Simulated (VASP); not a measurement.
# Si (a cell with a defect) in VASP: notebook

Runs on Si (a cell with a defect). Level: PBE. Tasks: single point.

All numbers are computed with VASP 6.6.1; they aren't measurements. Logs are shortened: lines on timing, memory, paths and dates and some standing lists are left out, and cuts for length are marked.

### 1 The cell of the first run

The cell holds a defect, 63 atoms: a = 10.860 Å, b = 10.860 Å, c = 10.860 Å, α = 90.00°, β = 90.00°, γ = 90.00°.

### 2 Single point, PBE

INCAR reads:

```
  PREC = Accurate
  ENCUT = 400
  EDIFF = 1E-6
  ISMEAR = 0
  SIGMA = 0.05
  LREAL = Auto
  LASPH = True
  NELM = 120
  ALGO = Normal
  ISIF = 2
  LWAVE = False
  LCHARG = True
  GGA = PE
  LELF = True
  LVHAR = True
  NBANDS = 163
  GGA_COMPAT = False
```

KPOINTS reads:

```
Automatic mesh
0
Gamma
  1 1 1
```

POSCAR reads:

```
Si
1.0
   10.8600000000      0.0000000000      0.0000000000
    0.0000000000     10.8600000000      0.0000000000
    0.0000000000      0.0000000000     10.8600000000
Si
63
Direct
    0.5014935543      0.0008695212      0.0010087477
    0.6335902394      0.1329685083      0.1209065378
    0.7680318600      0.2674207182      0.0002900552
    0.9246013812      0.4239938306      0.0917117864
    0.7517500000      0.0029916206      0.2472320442
    0.8778808471      0.1322885820      0.3663623389
   -0.0000173112     -0.0002816759      0.0005647330
    0.1257380295      0.1250133517      0.1251378453
    0.2484335175      0.2502510129      0.0002719153
    0.3744231123      0.3748054328      0.1248163904
    0.5003440147      0.4993581031      0.0005656538
    0.6256335175      0.6251178637      0.1251390424
    0.7508639042      0.7478190608      0.0002717311
    0.8754258748      0.8738008287      0.1248162063
    0.2514330571     -0.0007295580      0.2499420810
    0.3782391344      0.1248928177      0.3731753223
    0.5036134438      0.2511271639      0.2472322284
    0.6329197974      0.3772664825      0.3663449355
    0.7647636280      0.5025859116      0.2371970534
    0.8739813076      0.6264989871      0.3767714549
    0.5003360037     -0.0002884899      0.5004965930
    0.6260461326      0.1254261510      0.6229829650
    0.7512054328      0.2505904236      0.4962883978
    0.8746548803      0.3740329650      0.6239379374
    0.7497521179      0.0004239411      0.7501676796
    0.8752122468      0.1258039595      0.8754622468
    0.1010812155      0.6004596685      0.1279977901
    0.2366538674      0.7360325046      0.0045516575
    0.3704119705      0.8697936464      0.1234872007
    0.0032037753      0.2641270718      0.2372090239
    0.1271211786      0.3733611418      0.3767641805
    0.2496953959      0.4992402394      0.2513569061
    0.3751675875      0.6261739411      0.3750105893
    0.4998840700      0.7508073665      0.2499413444
    0.6255107735      0.8776173112      0.3731681400
    0.0001133517      0.0019088398      0.4973756906
    0.1262963168      0.1222600368      0.6253555249
    0.2517510129      0.2466750460      0.5009621547
    0.3748966851      0.3736446593      0.6252215470
    0.5025400552      0.4994837937      0.4973695212
    0.6228817680      0.6256743094      0.6253528545
    0.7472936464      0.7511334254      0.5009623389
    0.8742652855      0.8742704420      0.6252283610
    0.2488147330     -0.0040120626      0.7523370166
    0.3746094843      0.1239014733      0.8737093923
    0.5010382136      0.2491248619      0.7501664825
    0.6264196133      0.3745923573      0.8754504604
    0.7496692449      0.4998506446      0.7492513812
    0.8750248619      0.6133807551      0.8828818600
   -0.0001416206      0.7490690608      0.2513581952
    0.1267958564      0.8745478821      0.3750014733
    0.0000712707      0.4994463168      0.5000982505
    0.1235919890      0.6229713628      0.6275790055
    0.2491122468      0.7484953039      0.5022548803
    0.3745383978      0.8739165746      0.6252688766
    0.0004724678      0.2490443831      0.7492529466
    0.1140131676      0.3744115101      0.8828621547
    0.2444519337      0.4957959484      0.7549076427
    0.3705458564      0.6217662063      0.8778503683
    0.4966063536      0.7481871087      0.7523360958
    0.6245191529      0.8739941068      0.8736980663
   -0.0035848987      0.7438171271      0.7549188766
    0.1223905157      0.8699237569      0.8778448435
```

Potentials or basis: VASP PAW PBE potentials, release 64 (Si).

On the command line:

```sh
cat potpaw_PBE.64/Si/POTCAR > POTCAR
mpirun -np 1 vasp_gam > vasp.out
```

OUTCAR:

```text
PREC = Accurate
   ENCUT = 400
   EDIFF = 1E-6
   ISMEAR = 0
   LREAL = Auto
   LASPH = True
   NELM = 120
   ISIF = 2
   GGA = PE

 ion  position               nearest neighbor table
   1  0.501  0.001  0.001-  61 2.37  45 2.37   2 2.41  29 2.41
   2  0.634  0.133  0.121-  17 2.35   5 2.35   1 2.41   3 2.45
   3  0.768  0.267  0.000-  47 2.36  26 2.36   2 2.45   4 2.60
   4  0.925  0.424  0.092-  19 2.50  30 2.50   3 2.60  27 2.74  49 3.11  57 3.11
   5  0.752  0.003  0.247-   2 2.35   6 2.35  14 2.35  35 2.37
   6  0.878  0.132  0.366-   5 2.35  23 2.35  36 2.41  30 2.42
   7  1.000  1.000  0.001-  14 2.35  63 2.35   8 2.36  26 2.36
   8  0.126  0.125  0.125-   9 2.34  30 2.35   7 2.36  15 2.36
   9  0.248  0.250  0.000-   8 2.34  10 2.35  57 2.36  45 2.38
  10  0.374  0.375  0.125-  11 2.35   9 2.35  17 2.35  32 2.36
[... 51 lines left out ...]
  62  0.996  0.744  0.755-  63 2.35  53 2.35  49 2.38  43 2.40
  63  0.122  0.870  0.878-  62 2.35   7 2.35  28 2.36  44 2.37

  LATTYP: Found a simple cubic cell.
 ALAT       =    10.8600000000

  Lattice vectors:

 A1 = (  10.8600000000,   0.0000000000,   0.0000000000)
 A2 = (   0.0000000000,  10.8600000000,   0.0000000000)
 A3 = (   0.0000000000,   0.0000000000,  10.8600000000)

Analysis of symmetry for initial positions (statically):
=====================================================================
 Subroutine PRICEL returns:
 Original cell was already a primitive cell.

 Routine SETGRP: Setting up the symmetry group for a
 simple cubic supercell.

 Subroutine GETGRP returns: Found  1 space group operations
 (whereof  1 operations were pure point group operations)
 out of a pool of 48 trial point group operations.

The static configuration has the point symmetry C_1 .

Analysis of symmetry for dynamics (positions and initial velocities):
=====================================================================
 Subroutine PRICEL returns:
 Original cell was already a primitive cell.

 Routine SETGRP: Setting up the symmetry group for a
 simple cubic supercell.

 Subroutine GETGRP returns: Found  1 space group operations
 (whereof  1 operations were pure point group operations)
 out of a pool of 48 trial point group operations.

The dynamic configuration has the point symmetry C_1 .

 Subroutine INISYM returns: Found  1 space group operations
 (whereof  1 operations are pure point group operations),
 and found     1 'primitive' translations

----------------------------------------------------------------------------------------

                                     Primitive cell

  volume of cell :    1280.8241

  direct lattice vectors                    reciprocal lattice vectors
    10.860000000  0.000000000  0.000000000     0.092081031  0.000000000  0.000000000
     0.000000000 10.860000000  0.000000000     0.000000000  0.092081031  0.000000000
     0.000000000  0.000000000 10.860000000     0.000000000  0.000000000  0.092081031

  length of vectors
    10.860000000 10.860000000 10.860000000     0.092081031  0.092081031  0.092081031

  position of ions in fractional coordinates (direct lattice)
     0.501493554  0.000869521  0.001008748
     0.633590239  0.132968508  0.120906538
     0.768031860  0.267420718  0.000290055
     0.924601381  0.423993831  0.091711786
     0.751750000  0.002991621  0.247232044
     0.877880847  0.132288582  0.366362339
[... 55 lines left out ...]
     0.996415101  0.743817127  0.754918877
     0.122390516  0.869923757  0.877844844

  ion indices of the primitive-cell ions
   primitive index   ion index
                 1           1
                 2           2
                 3           3
                 4           4
                 5           5
                 6           6
[... 55 lines left out ...]
                62          62
                63          63

----------------------------------------------------------------------------------------

 KPOINTS: Automatic mesh

Automatic generation of k-mesh.
 Grid dimensions read from file:
 generate k-points for:    1    1    1

 Generating k-lattice:

  Cartesian coordinates                     Fractional coordinates (reciprocal lattice)
     0.092081031  0.000000000  0.000000000     1.000000000  0.000000000  0.000000000
     0.000000000  0.092081031  0.000000000     0.000000000  1.000000000  0.000000000
     0.000000000  0.000000000  0.092081031     0.000000000  0.000000000  1.000000000

  Length of vectors
     0.092081031  0.092081031  0.092081031

  Shift w.r.t. Gamma in fractional coordinates (k-lattice)
     0.000000000  0.000000000  0.000000000

 Subroutine IBZKPT returns following result:
 ===========================================

 Found      1 irreducible k-points:

 Following reciprocal coordinates:
            Coordinates               Weight
  0.000000  0.000000  0.000000      1.000000
   k-points           NKPTS =      1   k-points in BZ     NKDIM =      1   number of bands    NBANDS=    163
   number of dos      NEDOS =    301   number of ions     NIONS =     63
   total plane-waves  NPLWV = 373248
   dimension x,y,z NGX =    72 NGY =   72 NGZ =   72
   dimension x,y,z NGXF=   144 NGYF=  144 NGZF=  144
   ions per type =              63
   NGX,Y,Z   is equivalent  to a cutoff of  11.02, 11.02, 11.02 a.u.
   NGXF,Y,Z  is equivalent  to a cutoff of  22.04, 22.04, 22.04 a.u.
 SYSTEM =  unknown system
   PREC   = accura    normal or accurate (medium, high low for compatibility)
   ISTART =      0    job   : 0-new  1-cont  2-samecut
   ICHARG =      2    charge: 1-file 2-atom 10-const
   ISPIN  =      1    spin polarized calculation?
   LNONCOLLINEAR =      F non collinear calculations
   LSORBIT =      F    spin-orbit coupling
   LASPH  =      T    aspherical Exc in radial PAW
   ENCUT  =  400.0 eV  29.40 Ry    5.42 a.u.  17.71 17.71 17.71*2*pi/ulx,y,z
   NELM   =    120;   NELMIN=  2; NELMDL= -5     # of ELM steps
   EDIFF  = 0.1E-05   stopping-criterion for ELM
   LREAL  =      T    real-space projection
   EDIFFG = 0.1E-04   stopping-criterion for IOM
   NSW    =      0    number of steps for IOM
   IBRION =     -1    ionic relax: 0-MD 1-quasi-New 2-CG
   NFREE  =      0    steps in history (QN), initial steepest desc. (CG)
   ISIF   =      2    stress and relaxation
   ISYM   =      2    0-nonsym 1-usesym 2-fastsym
   POTIM  = 0.5000    time-step for ionic-motion
   TEBEG  =    0.0;   TEEND  =   0.0 temperature during run
   PSTRESS=    0.0 pullay stress
   NELECT =     252.0000    total number of electrons
   NUPDOWN=      -1.0000    fix difference up-down
   EMIN   =  10.00;   EMAX   =-10.00  energy-range for DOS
   EFERMI =   0.00;   METHOD = LEGACY
   ISMEAR =     0;   SIGMA  =   0.05  broadening in eV -4-tet -1-fermi 0-gaus
   EFERMI_NEDOS =   21; number of points for ismear=-14 and -15
   IALGO  =     38    algorithm
   IMIX   =      4    mixing-type and parameters
     AMIX     =   0.40;   BMIX     =  1.00
     AMIX_MAG =   1.60;   BMIX_MAG =  1.00
  volume/ion in A,a.u.               =      20.33       137.20
  Fermi-wavevector in a.u.,A,eV,Ry     =   0.952164  1.799329 12.335269  0.906617
  Thomas-Fermi vector in A             =   2.080702
   LORBIT       =      0    0 simple, 1 ext, 2 COOP (PROOUT), +10 PAW based schemes
   GGA     = PE    functional components
   LHFCALC =     F    Hartree Fock is set to
   AEXX    =    0.0000 exact exchange contribution
   IVDW    =     0    specifies the selected vdW correction
   LEPSILON=     F    determine dielectric tensor
   LRPA    =     F    only Hartree local field effects (RPA)
 non-spin polarized calculation
 Gauss-broadening in eV      SIGMA  =   0.05
  energy-cutoff  :      400.00
  volume of cell :     1280.82
 maximum number of plane-waves:     11564
 NGX is ok and might be reduce to    70
   NGX = 35   NGY = 35   NGZ = 35

 number of electron     251.9999982 magnetization

 Free energy of the ion-electron system (eV)
  ---------------------------------------------------
  ext. energy  EPLUGINS =         0.00000000
  ---------------------------------------------------
  free energy    TOTEN  =      -331.83285827 eV

  energy without entropy =     -331.80649124  energy(sigma->0) =     -331.81967475

 E-fermi :   6.1639     XC(G=0):  -9.3454

 val. band max:        6.1203306143   @ k =   0.0000   0.0000   0.0000
 cond. band min:       6.2075482117   @ k =   0.0000   0.0000   0.0000
 fundamental gap:      0.0872175974
 Fermi energy:         6.1639394123

 k-point     1 :       0.0000    0.0000    0.0000
  band No.  band energies     occupation
      1      -6.1647      2.00000
      2      -5.1243      2.00000
      3      -5.1135      2.00000
      4      -5.0964      2.00000
      5      -5.0933      2.00000
      6      -5.0631      2.00000
[... 130 lines left out ...]
    137       6.9099      0.00000
    138       6.9289      0.00000
 [bands above 138 left out]

------------------------ aborting loop because EDIFF is reached ----------------------------------------

  FORCE on cell =-STRESS in cart. coord.  units (eV):
  Direction    XX          YY          ZZ          XY          YZ          ZX
  --------------------------------------------------------------------------------------
  -------------------------------------------------------------------------------------
  Total        6.3073002      6.3024469     13.2976983     -4.9265641      4.4949094      4.4848599
  in kB        7.8897748      7.8837038     16.6340339     -6.1626180      5.6226629      5.6100920
  external PRESSURE =      10.8025042 kB  Pullay stress =       0.0000000 kB

 VOLUME and BASIS-vectors are now :
 -----------------------------------------------------------------------------
  energy-cutoff  :      400.00
  volume of cell :     1280.82
      direct lattice vectors                 reciprocal lattice vectors
    10.860000000  0.000000000  0.000000000     0.092081031  0.000000000  0.000000000
     0.000000000 10.860000000  0.000000000     0.000000000  0.092081031  0.000000000
     0.000000000  0.000000000 10.860000000     0.000000000  0.000000000  0.092081031

 POSITION                                       TOTAL-FORCE (eV/Angst)
 -----------------------------------------------------------------------------------
      5.44622      0.00944      0.01096        -0.003341     -0.003779      0.001589
      6.88079      1.44404      1.31305        -0.002923     -0.003392      0.003532
      8.34083      2.90419      0.00315         0.006837      0.006284      0.009688
     10.04117      4.60457      0.99599        -0.115028     -0.115496      0.253917
      8.16401      0.03249      2.68494        -0.002304     -0.003664     -0.006621
      9.53379      1.43665      3.97870        -0.012472     -0.010868      0.003938
[... 55 lines left out ...]
     10.82107      8.07785      8.19842         0.009657      0.034306     -0.039696
      1.32916      9.44737      9.53340        -0.001409     -0.001162      0.001790
 -----------------------------------------------------------------------------------
    total drift:                                0.004162      0.006318     -0.003851

  FREE ENERGIE OF THE ION-ELECTRON SYSTEM (eV)
  ---------------------------------------------------
  free  energy   TOTEN  =      -331.8328582676 eV

  energy  without entropy=     -331.8064912361  energy(sigma->0) =     -331.81967475
```

Wall time 5 min (1 thread of Intel Xeon 8259CL, shared host); peak memory 0.69 GiB.

What came out:

```
Free energy   : -331.8329 eV
Pressure      : 1.1 GPa
Largest force : 0.302 eV/Å
```

Forces in eV/Å, atoms in the order of the input:
```
Si  -0.003 -0.004  0.002
Si  -0.003 -0.003  0.004
Si   0.007  0.006  0.010
Si  -0.115 -0.115  0.254
Si  -0.002 -0.004 -0.007
Si  -0.012 -0.011  0.004
Si   0.003  0.004  0.002
Si   0.003  0.006 -0.004
Si  -0.009  0.015  0.002
Si  -0.003  0.004 -0.003
Si   0.004  0.003  0.001
Si   0.008  0.002 -0.004
Si   0.015 -0.010  0.003
Si   0.004 -0.001 -0.003
Si   0.003  0.002 -0.014
Si   0.001 -0.006 -0.006
Si  -0.003 -0.003 -0.007
Si  -0.011 -0.013  0.004
Si  -0.023  0.016  0.040
Si  -0.004  0.014  0.013
Si   0.004  0.003  0.004
Si  -0.003 -0.001  0.009
Si  -0.007 -0.007  0.002
Si  -0.002 -0.002 -0.012
Si   0.011  0.011  0.009
Si   0.006  0.013  0.006
Si  -0.049 -0.050  0.009
Si  -0.030 -0.030 -0.004
Si  -0.017 -0.018 -0.010
Si   0.016 -0.023  0.040
Si   0.014 -0.005  0.013
Si   0.001 -0.001  0.003
Si   0.002  0.005 -0.013
Si   0.002  0.004 -0.014
Si  -0.006  0.001 -0.007
Si   0.006  0.006 -0.006
Si   0.002 -0.006  0.001
Si   0.007 -0.010  0.005
Si   0.019 -0.006 -0.019
Si   0.005  0.007 -0.006
Si  -0.005  0.002  0.001
Si  -0.009  0.007  0.005
Si  -0.006  0.019 -0.019
Si   0.005  0.000  0.006
Si  -0.002  0.009 -0.002
Si   0.010  0.012  0.009
Si   0.012  0.007  0.006
Si   0.005  0.003 -0.010
Si   0.016  0.057 -0.088
Si  -0.002  0.002  0.003
Si   0.004  0.003 -0.013
Si   0.004  0.003 -0.001
Si   0.010  0.010 -0.016
Si   0.007  0.006 -0.011
Si   0.001  0.000 -0.003
Si   0.003  0.006 -0.009
Si   0.056  0.016 -0.087
Si   0.034  0.010 -0.040
Si   0.000 -0.001  0.002
Si   0.001  0.004  0.006
Si   0.008 -0.001 -0.002
Si   0.010  0.034 -0.040
Si  -0.001 -0.001  0.002
```

Caveat: the k points lie up to 0.58 Å⁻¹ apart.

(Part 1 of 2 ends here.)
